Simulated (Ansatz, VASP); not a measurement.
One calculation of Bi2Te2Pb2S3, two programs

```
Bi Te Pb S
1.0
     4.30271    0.00000    0.00000
    -2.15135    3.72625    0.00000
     0.00000    0.00000   34.15282
Bi Te Pb S
4 4 4 6
Direct
  0.33333 0.66667 0.20069
  0.66667 0.33333 0.79931
  0.33333 0.66667 0.39914
  0.66667 0.33333 0.60086
  0.33333 0.66667 0.74723
  0.66667 0.33333 0.25277
  0.00000 0.00000 0.34704
  0.00000 0.00000 0.65296
  0.33333 0.66667 0.90012
  0.66667 0.33333 0.09988
  0.00000 0.00000 0.00000
  0.00000 0.00000 0.50000
  0.00000 0.00000 0.85057
  0.00000 0.00000 0.14943
  0.33333 0.66667 0.04985
  0.66667 0.33333 0.95015
  0.33333 0.66667 0.54969
  0.66667 0.33333 0.45031
```

Change from the starting cell: volume scaled by 1.03, ions relaxed.

Alike in both runs: functional PBE; k mesh 8 × 8 × 1; occupations fermi-dirac, width 0.02 eV; no spin polarisation.

Ansatz relaxed the structure, and its values are those at the end. VASP's run is a single point on that final structure, the one shown.

```csv
,VASP,Ansatz
version,VASP 6.6.1,Ansatz 0.2.0
potentials or method,"VASP PAW PBE potentials, release 64 (Bi_d, Te, Pb_d, S)","plane-wave PAW, scalar-relativistic"
plane-wave cutoff (eV),520,420
valence electrons in the cell,176,216
```

|  | VASP | Ansatz | Ansatz less VASP |
| --- | --- | --- | --- |
| pressure (GPa) | -0.1 | 0.0 | +0.03 |
| rms of the force components (eV/Å) | 0.004 | 0.003 | -0.0003 |

VASP's potentials hold 176 valence electrons a cell and Ansatz's 216, so a difference there can come from the potentials and not from the codes. Ansatz's warnings: stress scf threshold loose.

Neither program's run includes spin-orbit coupling.
